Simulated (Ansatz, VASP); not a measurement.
**One calculation of Ag, two programs**

```xyz
4
Lattice="2.8279 0.0000 0.0000 -1.4139 2.4490 0.0000 0.0000 0.0000 9.4781" Properties=species:S:1:pos:R:3 pbc="T T T"
Ag    0.0000    1.6327    2.3695
Ag    1.4139    0.8163    7.1086
Ag    0.0000    0.0000    0.0000
Ag    0.0000    0.0000    4.7391
```

Change from the starting cell: strain -0.015 along x and y, +0.015 along z, atoms carried along.

Alike in both runs: task single point; functional PBEsol; k mesh 18 × 18 × 6; occupations gaussian, width 0.15 eV; no spin polarisation.

```csv
,VASP,Ansatz
version,VASP 6.6.1,Ansatz 0.2.0
potentials or method,"VASP PAW PBE potentials, release 64 (Ag), cutoff 520 eV","scalar-relativistic, plane waves, PAW"
valence electrons in the cell,44,76
```

```tsv
	VASP	Ansatz	Ansatz less VASP
gap on the k mesh at the Fermi level (eV)	none	none	-
pressure (GPa)	1.8	2.1	+0.31
traceless stress, the component that is largest in VASP (GPa)	-2.10	-2.12	-0.016
```

VASP's potentials were made for PBE, not for PBEsol. A gap of «none» marks a metal or a gap that the smearing closes. With one functional, cell and mesh, what is left measures potentials, basis and numerics. VASP's potentials hold 44 valence electrons a cell and Ansatz's 76, so a difference there can come from the potentials and not from the codes.
